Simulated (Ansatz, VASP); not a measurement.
# Nb: VASP beside Ansatz

```
CELL_PARAMETERS angstrom
-1.63622 1.63622 1.63622
1.63622 -1.63622 1.63622
1.63622 1.63622 -1.63622
ATOMIC_POSITIONS crystal
Nb 0.00000 0.00000 0.00000
```

Alike in both runs: functional PBEsol; k mesh 18 × 18 × 18; occupations gaussian, width 0.1 eV; no spin polarisation.

Ansatz relaxed the structure, and its values are those at the end. VASP's run is a single point on that final structure, the one shown.

```csv
,VASP,Ansatz
version,VASP 6.6.1,Ansatz 0.2.0
potentials or method,"VASP PAW PBE potentials, release 64 (Nb_sv), cutoff 520 eV","scalar-relativistic, plane waves, PAW"
valence electrons in the cell,13,13
```

VASP gave:

```
gap on the k mesh at the Fermi level (eV) : none
pressure (GPa)                            : -0.3
```

Question: What did Ansatz give for the same quantities?

Answer: gap on the k mesh at the Fermi level (eV): none; pressure (GPa): 0.0.

VASP's potentials were made for PBE, not for PBEsol. A gap of «none» marks a metal or a gap that the smearing closes. With one functional, cell and mesh, what is left measures potentials, basis and numerics.
